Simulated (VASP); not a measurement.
Input of a VASP 6.6.1 run:

The input INCAR:

```
PREC = Accurate
ENCUT = 520
EDIFF = 1E-7
ISMEAR = 0
SIGMA = 0.15
LREAL = False
LASPH = True
NELM = 80
ALGO = Fast
ISIF = 2
LWAVE = False
LCHARG = False
GGA = PS
NBANDS = 12
```

The input KPOINTS:

```
regular mesh
0
Gamma
  24 24 24
```

The input POSCAR:

```
Cr
1.0
   -1.3698525000      1.4419500000      1.4419500000
    1.3698525000     -1.4419500000      1.4419500000
    1.3698525000      1.4419500000     -1.4419500000
Cr
1
Direct
    0.0000000000      0.0000000000      0.0000000000
```

Potentials or basis: VASP PAW PBE potentials, release 64 (Cr_pv).

Command:

```bash
$ cat potpaw_PBE.64/Cr_pv/POTCAR > POTCAR
$ mpirun -np 1 vasp_std > vasp.out
```

Problem. Predict the pressure.

Solution. -5.8 GPa.

Problem. Estimate the band gap on the k mesh.

Solution. Zero (band 6 reaches 13.51 eV, above the bottom of band 7 at 10.17 eV).

Stress tensor (GPa, compression positive):
```
  6.83   0.00   0.00
  0.00 -12.13   0.00
  0.00   0.00 -12.13
```

Caveat: the cell differs from its parent crystal (strain -0.0500 x Voigt [1, 0, 0, 0, 0, 0]); the PAW data sets were made with another functional, which shifts forces and pressure a little; the run has no spin polarisation, though such a crystal can be magnetic. Spin polarisation is off, so any magnetic state and its effect on volume and gap are missing.
